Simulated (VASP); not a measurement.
Set up this calculation in VASP 6.6.1, as the native input.

```yaml
Task: relaxation of cell and atoms
Functional: PBE
Potentials_or_basis: VASP PAW PBE potentials, release 64 (Sc_sv, In_d, Se)
Cutoff: 600 eV
k_mesh: 12 × 12 × 4
Occupations: gaussian, width 0.1 eV
Spin: no spin polarisation
Dipole_correction: no
Further_INCAR_settings: ALGO = Normal; EDIFF = 1e-06; IBRION = 2; EDIFFG = -0.01; NSW = 100; ISIF = 3
```

The structure of ScIn2Se2 lies in POSCAR:

```
ScIn2Se2
1.0
    3.8516741907      0.0000000000      0.0000000000
   -1.9258370953      3.3356476962      0.0000000000
    0.0000000000      0.0000000000     10.4050798040
Sc In Se
1 2 2
Direct
    0.0000000000      0.0000000000      0.0000000000
    0.3333333333      0.6666666667      0.6258142305
    0.6666666667      0.3333333333      0.3741857695
    0.6666666667      0.3333333333      0.8497543886
    0.3333333333      0.6666666667      0.1502456114
```

The input as run:

INCAR

```
ALGO = Normal
EDIFF = 1E-6
EDIFFG = -0.01
ENCUT = 600
GGA = PE
IBRION = 2
ISIF = 3
ISMEAR = 0
LASPH = True
LCHARG = False
LREAL = False
LWAVE = False
NELM = 100
NSW = 100
PREC = Accurate
SIGMA = 0.1
```

KPOINTS

```
k-points
0
Gamma
  12 12 4
```

Potentials or basis: VASP PAW PBE potentials, release 64 (Sc_sv, In_d, Se).

Command:

```bash
$ cat potpaw_PBE.64/Sc_sv/POTCAR potpaw_PBE.64/In_d/POTCAR potpaw_PBE.64/Se/POTCAR > POTCAR
$ mpirun -np 1 vasp_std > vasp.out
```

It gave:

The relaxed volume is 26.63 Å³/atom and the relaxed cell is a = 3.844 Å, b = 3.844 Å, c = 10.401 Å, α = 90.00°, β = 90.00°, γ = 120.00°. The space group after relaxing (to 0.1 Å) is P-3m1 (No. 164). The energy gained by relaxing is 0.1 meV/atom and the ionic steps are 6. The pressure after relaxing is 0.0 GPa and the largest force after relaxing is 0.007 eV/Å. The band gap on the k mesh is zero (an odd number of electrons rules out a gap without spin polarisation).

Caveat: spin-orbit coupling is left out, which moves the levels of the heavy elements.

Wall time 24 min on 1 thread of AMD EPYC 7R13, with other jobs on the host, peak memory 0.51 GiB.
